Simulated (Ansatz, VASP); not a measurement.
# Hf: VASP beside Ansatz

```
Hf
1.0
    -1.77232    1.77232    1.77232
     1.77232   -1.77232    1.77232
     1.77232    1.77232   -1.77232
Hf
1
Direct
  0.00000 0.00000 0.00000
```

Alike in both runs: task single point; functional PBE; k mesh 9 × 9 × 9; occupations fermi-dirac, width 0.1 eV; no spin polarisation.

```csv
,VASP,Ansatz
version,VASP 6.6.1,Ansatz 0.2.0
potentials or method,"VASP PAW PBE potentials, release 64 (Hf_pv), cutoff 520 eV","plane waves, PAW"
valence electrons in the cell,10,26
```

|  | VASP | Ansatz | Ansatz less VASP |
| --- | --- | --- | --- |
| pressure (GPa) | 0.0 | 0.4 | +0.35 |

VASP's potentials hold 10 valence electrons a cell and Ansatz's 26, so a difference there can come from the potentials and not from the codes.

Neither program's run includes spin-orbit coupling.
